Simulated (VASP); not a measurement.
# GaP (I-4m2) in VASP: a series of runs, part 2 of 2

VASP 6.6.1.

## (3) Electric field gradients, PBE (zz strain of -2 %)

INCAR

```
SYSTEM = GaP
  PREC = Accurate
  ENCUT = 520
  EDIFF = 1E-8
  ISMEAR = -1
  SIGMA = 0.05
  LREAL = .False.
  LASPH = .True.
  NELM = 80
  ALGO = Normal
  ISIF = 2
  LWAVE = .False.
  LCHARG = .False.
  GGA = PE
  LEFG = .True.
  NBANDS = 16
```

KPOINTS

```
regular mesh
0
Gamma
  10 10 10
  0 0 0
```

POSCAR

```
GaP
1.0
    0.0000000000      2.7252500000      2.6707450000
    2.7252500000      0.0000000000      2.6707450000
    2.7252500000      2.7252500000      0.0000000000
Ga P
1 1
Direct
    0.0000000000      0.0000000000      0.0000000000
    0.7500000000      0.7500000000      0.7500000000
```

Potentials or basis: VASP PAW PBE potentials, release 64 (Ga_d, P).

Started as:

```sh
$ cat potpaw_PBE.64/Ga_d/POTCAR potpaw_PBE.64/P/POTCAR > POTCAR
$ mpirun -np 1 vasp_std > vasp.out
```

OUTCAR:

```text
SYSTEM = GaP
   PREC = Accurate
   ENCUT = 520
   EDIFF = 1E-8
   ISMEAR = -1
   LREAL = .False.
   LASPH = .True.
   NELM = 80
   ISIF = 2
   GGA = PE

 ion  position               nearest neighbor table
   1  0.000  0.000  0.000-   2 2.34   2 2.34   2 2.34   2 2.34
   2  0.750  0.750  0.750-   1 2.34   1 2.34   1 2.34   1 2.34

  LATTYP: Found a body centered tetragonal cell.
 ALAT       =     3.8540855109
 C/A-ratio  =     1.3859292911

  Lattice vectors:

 A1 = (   0.0000000000,  -2.7252500000,  -2.6707450000)
 A2 = (   0.0000000000,   2.7252500000,  -2.6707450000)
 A3 = (   2.7252500000,   0.0000000000,   2.6707450000)

Analysis of symmetry for initial positions (statically):
=====================================================================
 Subroutine PRICEL returns:
 Original cell was already a primitive cell.

 Routine SETGRP: Setting up the symmetry group for a
 body centered tetragonal supercell.

 Subroutine GETGRP returns: Found  8 space group operations
 (whereof  8 operations were pure point group operations)
 out of a pool of 16 trial point group operations.

The static configuration has the point symmetry D_2d.

Analysis of symmetry for dynamics (positions and initial velocities):
=====================================================================
 Subroutine PRICEL returns:
 Original cell was already a primitive cell.

 Routine SETGRP: Setting up the symmetry group for a
 body centered tetragonal supercell.

 Subroutine GETGRP returns: Found  8 space group operations
 (whereof  8 operations were pure point group operations)
 out of a pool of 16 trial point group operations.

[... 159 lines left out ...]
      4      -9.6215      2.00000
      5      -9.6184      2.00000
      6      -7.7846      2.00000
[... 433 lines left out ...]
      3      -9.6737      2.00000
      4      -9.6502      2.00000
      5      -9.5994      2.00000
      6      -5.7108      2.00000
[... 8 lines left out ...]
     15      16.6388      0.00000
     16      18.8590      0.00000

 [... further k-points ...]

------------------------ aborting loop because EDIFF is reached ----------------------------------------

  FORCE on cell =-STRESS in cart. coord.  units (eV):
  Direction    XX          YY          ZZ          XY          YZ          ZX
  --------------------------------------------------------------------------------------
  -------------------------------------------------------------------------------------
  Total        0.9493039      0.9493039      1.3032897      0.0000000      0.0000000      0.0000000
  in kB       38.3389968     38.3389968     52.6352197      0.0000000      0.0000000      0.0000000
  external PRESSURE =      43.1044044 kB  Pullay stress =       0.0000000 kB

 VOLUME and BASIS-vectors are now :
 -----------------------------------------------------------------------------
  energy-cutoff  :      520.00
  volume of cell :       39.67
      direct lattice vectors                 reciprocal lattice vectors
     0.000000000  2.725250000  2.670745000    -0.183469406  0.183469406  0.187213680
     2.725250000  0.000000000  2.670745000     0.183469406 -0.183469406  0.187213680
     2.725250000  2.725250000  0.000000000     0.183469406  0.183469406 -0.187213680

 POSITION                                       TOTAL-FORCE (eV/Angst)
 -----------------------------------------------------------------------------------
      0.00000      0.00000      0.00000        -0.000000     -0.000000      0.000000
      4.08788      4.08788      4.00612         0.000000      0.000000      0.000000
 -----------------------------------------------------------------------------------
    total drift:                               -0.000000     -0.000000     -0.000009

  FREE ENERGIE OF THE ION-ELECTRON SYSTEM (eV)
  ---------------------------------------------------
  free  energy   TOTEN  =        -9.0985674973 eV

  energy  without entropy=       -9.0985674907  energy(sigma->0) =       -9.09856749

 Electric field gradients (V/A^2)
---------------------------------------------------------------------
 ion       V_xx      V_yy      V_zz      V_xy      V_xz      V_yz
---------------------------------------------------------------------
   1      -1.777    -1.777     3.553    -0.005     0.002     0.002
   2       1.183     1.183    -2.366    -0.000     0.000     0.000
---------------------------------------------------------------------

 Electric field gradients after diagonalization (V/A^2)
 (convention: |V_zz| > |V_xx| > |V_yy|)
----------------------------------------------------------------------
 ion       V_xx      V_yy      V_zz     asymmetry (V_yy - V_xx)/ V_zz
----------------------------------------------------------------------
   1      -1.781    -1.772     3.553       0.003
   2       1.183     1.183    -2.366       0.000
----------------------------------------------------------------------

           NMR quadrupolar parameters

 Cq : quadrupolar parameter    Cq=e*Q*V_zz/h
 eta: asymmetry parameters     (V_yy - V_xx)/ V_zz
 Q  : nuclear electric quadrupole moment in mb (millibarn)
----------------------------------------------------------------------
 ion       Cq(MHz)       eta       Q (mb)
----------------------------------------------------------------------
   1       0.009       0.003       1.000
   2      -0.006       0.000       1.000
----------------------------------------------------------------------
```

OSZICAR:

```text
N       E                     dE             d eps       ncg     rms          rms(c)
DAV:   1     0.842467819065E+02    0.84247E+02   -0.90476E+03  3360   0.166E+03
DAV:   2    -0.280679717792E+01   -0.87054E+02   -0.82724E+02  3736   0.323E+02
DAV:   3    -0.926492316297E+01   -0.64581E+01   -0.64362E+01  4112   0.667E+01
DAV:   4    -0.937143376538E+01   -0.10651E+00   -0.10648E+00  4056   0.931E+00
DAV:   5    -0.937348665625E+01   -0.20529E-02   -0.20528E-02  4256   0.116E+00    0.435E+00
DAV:   6    -0.912655300448E+01    0.24693E+00   -0.37843E-01  5104   0.107E+01    0.289E+00
DAV:   7    -0.909779033101E+01    0.28763E-01   -0.98956E-02  4344   0.215E+00    0.114E+00
DAV:   8    -0.909804241381E+01   -0.25208E-03   -0.13543E-02  3912   0.141E+00    0.214E-01
DAV:   9    -0.909843429808E+01   -0.39188E-03   -0.13218E-03  4184   0.491E-01    0.780E-02
DAV:  10    -0.909849997706E+01   -0.65679E-04   -0.11092E-04  5216   0.121E-01    0.369E-02
DAV:  11    -0.909856748222E+01   -0.67505E-04   -0.90718E-05  3848   0.780E-02    0.506E-03
DAV:  12    -0.909856718362E+01    0.29859E-06   -0.25089E-06  4088   0.205E-02    0.338E-03
DAV:  13    -0.909856746930E+01   -0.28568E-06   -0.81335E-07  4248   0.754E-03    0.199E-03
DAV:  14    -0.909856749159E+01   -0.22285E-07   -0.26501E-08  4128   0.118E-03    0.163E-03
DAV:  15    -0.909856749732E+01   -0.57375E-08   -0.22037E-09  3480   0.347E-04
   1 F= -.90985675E+01 E0= -.90985675E+01  d E =-.659361E-08
```

stdout:

```text
POSCAR found type information on POSCAR GaP
 POSCAR found :  2 types and       2 ions
 scaLAPACK will be used
 LDA part: xc-table for (Slater+PW92), standard interpolation
 POSCAR, INCAR and KPOINTS ok, starting setup
 FFT: planning ... GRIDC
 FFT: planning ... GRID_SOFT
 FFT: planning ... GRID
 WAVECAR not read
 entering main loop
ion   1

ion   2
```

Wall time 84 s (1 thread of Intel Xeon 8259CL, shared host); peak memory 0.2 GiB.

Results:

- Free energy: -9.0986 eV
- Pressure: 4.3 GPa
- Band gap on the k mesh: 1.37 eV (least direct gap 1.92 eV)
- Largest electric field gradient by atom: Ga +3.6; P -2.4 V/Å²

Electric field gradients, principal values (V/Å²):
```
atom   least  middle  greatest (by size)
1 Ga  -1.772  -1.781               3.553
 2 P   1.183   1.183              -2.366
```

Caveat: the cell differs from its parent crystal (zz strain of -2 %); the cell stands under pressure; without QUAD_EFG the Cq values of the log hold for a quadrupole moment of 1 mb, not for the nuclei.

## (4) Electric field gradients, PBE (equal xx and yy strain of -1 %)

INCAR

```
SYSTEM = GaP
PREC = Accurate
ENCUT = 520
EDIFF = 1E-8
ISMEAR = -1
SIGMA = 0.05
LREAL = .FALSE.
LASPH = .TRUE.
NELM = 80
ALGO = Normal
ISIF = 2
LWAVE = .FALSE.
LCHARG = .FALSE.
GGA = PE
LEFG = .TRUE.
NBANDS = 16
```

KPOINTS

```
regular mesh
0
G
  10 10 10
  0 0 0
```

POSCAR

```
GaP
1.0
    0.0000000000      2.6979975000      2.7252500000
    2.6979975000      0.0000000000      2.7252500000
    2.6979975000      2.6979975000      0.0000000000
Ga P
1 1
Direct
    0.0000000000      0.0000000000      0.0000000000
    0.7500000000      0.7500000000      0.7500000000
```

Potentials or basis: VASP PAW PBE potentials, release 64 (Ga_d, P).

Started as:

```sh
$ cat potpaw_PBE.64/Ga_d/POTCAR potpaw_PBE.64/P/POTCAR > POTCAR
$ mpirun -np 1 vasp_std > vasp.out
```

OUTCAR:

```text
SYSTEM = GaP
   PREC = Accurate
   ENCUT = 520
   EDIFF = 1E-8
   ISMEAR = -1
   LREAL = .FALSE.
   LASPH = .TRUE.
   NELM = 80
   ISIF = 2
   GGA = PE

 ion  position               nearest neighbor table
   1  0.000  0.000  0.000-   2 2.34   2 2.34   2 2.34   2 2.34
   2  0.750  0.750  0.750-   1 2.34   1 2.34   1 2.34   1 2.34

  LATTYP: Found a body centered tetragonal cell.
 ALAT       =     3.8155446557
 C/A-ratio  =     1.4284985479

  Lattice vectors:

 A1 = (  -2.6979975000,   0.0000000000,   2.7252500000)
 A2 = (   2.6979975000,   0.0000000000,   2.7252500000)
 A3 = (   0.0000000000,   2.6979975000,  -2.7252500000)

Analysis of symmetry for initial positions (statically):
=====================================================================
 Subroutine PRICEL returns:
 Original cell was already a primitive cell.

 Routine SETGRP: Setting up the symmetry group for a
 body centered tetragonal supercell.

[... 646 lines left out ...]
     0.000000000  2.697997500  2.725250000    -0.185322633  0.185322633  0.183469406
     2.697997500  0.000000000  2.725250000     0.185322633 -0.185322633  0.183469406
     2.697997500  2.697997500  0.000000000     0.185322633  0.185322633 -0.183469406

 POSITION                                       TOTAL-FORCE (eV/Angst)
 -----------------------------------------------------------------------------------
      0.00000      0.00000      0.00000         0.000000      0.000000      0.000000
      4.04700      4.04700      4.08788        -0.000000     -0.000000     -0.000000
 -----------------------------------------------------------------------------------
    total drift:                               -0.000002     -0.000002      0.000008

  FREE ENERGIE OF THE ION-ELECTRON SYSTEM (eV)
  ---------------------------------------------------
  free  energy   TOTEN  =        -9.1004592198 eV

  energy  without entropy=       -9.1004592163  energy(sigma->0) =       -9.10045922

 Electric field gradients (V/A^2)
---------------------------------------------------------------------
 ion       V_xx      V_yy      V_zz      V_xy      V_xz      V_yz
---------------------------------------------------------------------
   1       0.859     0.859    -1.719     0.005    -0.003    -0.003
   2      -0.619    -0.619     1.239     0.000    -0.000    -0.000
---------------------------------------------------------------------

 Electric field gradients after diagonalization (V/A^2)
 (convention: |V_zz| > |V_xx| > |V_yy|)
----------------------------------------------------------------------
 ion       V_xx      V_yy      V_zz     asymmetry (V_yy - V_xx)/ V_zz
----------------------------------------------------------------------
   1       0.865     0.854    -1.719       0.006
   2      -0.620    -0.619     1.239       0.001
----------------------------------------------------------------------

           NMR quadrupolar parameters

 Cq : quadrupolar parameter    Cq=e*Q*V_zz/h
 eta: asymmetry parameters     (V_yy - V_xx)/ V_zz
 Q  : nuclear electric quadrupole moment in mb (millibarn)
----------------------------------------------------------------------
 ion       Cq(MHz)       eta       Q (mb)
----------------------------------------------------------------------
   1      -0.004       0.006       1.000
   2       0.003       0.001       1.000
----------------------------------------------------------------------
```

OSZICAR:

```text
N       E                     dE             d eps       ncg     rms          rms(c)
DAV:   1     0.810539298634E+02    0.81054E+02   -0.90645E+03  3408   0.164E+03
DAV:   2    -0.320123340752E+01   -0.84255E+02   -0.80098E+02  3800   0.314E+02
DAV:   3    -0.927773636080E+01   -0.60765E+01   -0.60568E+01  4088   0.648E+01
DAV:   4    -0.937333809925E+01   -0.95602E-01   -0.95582E-01  4120   0.880E+00
DAV:   5    -0.937522136716E+01   -0.18833E-02   -0.18831E-02  4208   0.109E+00    0.435E+00
DAV:   6    -0.912842336674E+01    0.24680E+00   -0.37814E-01  5064   0.107E+01    0.289E+00
DAV:   7    -0.909967385185E+01    0.28750E-01   -0.98995E-02  4344   0.214E+00    0.114E+00
DAV:   8    -0.909993144120E+01   -0.25759E-03   -0.13522E-02  3880   0.141E+00    0.214E-01
DAV:   9    -0.910032574963E+01   -0.39431E-03   -0.13252E-03  4224   0.492E-01    0.786E-02
DAV:  10    -0.910039144537E+01   -0.65696E-04   -0.11046E-04  5120   0.121E-01    0.372E-02
DAV:  11    -0.910045919993E+01   -0.67755E-04   -0.91155E-05  3912   0.779E-02    0.508E-03
DAV:  12    -0.910045890385E+01    0.29608E-06   -0.24935E-06  4080   0.202E-02    0.337E-03
DAV:  13    -0.910045918945E+01   -0.28560E-06   -0.80856E-07  4248   0.749E-03    0.199E-03
DAV:  14    -0.910045921461E+01   -0.25158E-07   -0.26728E-08  4112   0.118E-03    0.165E-03
DAV:  15    -0.910045921979E+01   -0.51768E-08   -0.21433E-09  3472   0.348E-04
   1 F= -.91004592E+01 E0= -.91004592E+01  d E =-.349152E-08
```

Wall time 97 s (1 thread of Intel Xeon 8259CL, shared host); peak memory 0.21 GiB.

What came out:

```
Free energy                             : -9.1005 eV
Pressure                                : 4.3 GPa
Band gap on the k mesh                  : 1.52 eV (least direct gap 1.97 eV)
Largest electric field gradient by atom : Ga -1.7; P +1.2 V/Å²
```

Levels at points of the mesh, in eV from the valence-band top:
| k point | band 6 | band 7 | band 8 | band 9 | band 10 | band 11 | band 12 | band 13 |
| --- | --- | --- | --- | --- | --- | --- | --- | --- |
| (0.00, 0.00, 0.00) | -12.66 | -0.06 | 0.00 | 0.00 | 1.97 | 3.86 | 3.86 | 3.88 |
| (0.50, 0.00, 0.00) | -10.53 | -6.77 | -1.21 | -1.12 | 1.71 | 4.66 | 4.74 | 8.31 |
| (0.50, 0.50, 0.00) | -9.64 | -6.91 | -2.72 | -2.72 | 1.64 | 1.85 | 10.73 | 10.73 |
| (0.50, 0.00, 0.50) | -9.59 | -6.84 | -2.80 | -2.79 | 1.57 | 1.75 | 10.71 | 10.72 |

Electric field gradients, principal values (V/Å²):
```
atom   least  middle  greatest (by size)
1 Ga   0.854   0.865              -1.719
 2 P  -0.619  -0.620               1.239
```

Caveat: the cell differs from its parent crystal (equal xx and yy strain of -1 %); the cell stands under pressure; without QUAD_EFG the Cq values of the log hold for a quadrupole moment of 1 mb, not for the nuclei.
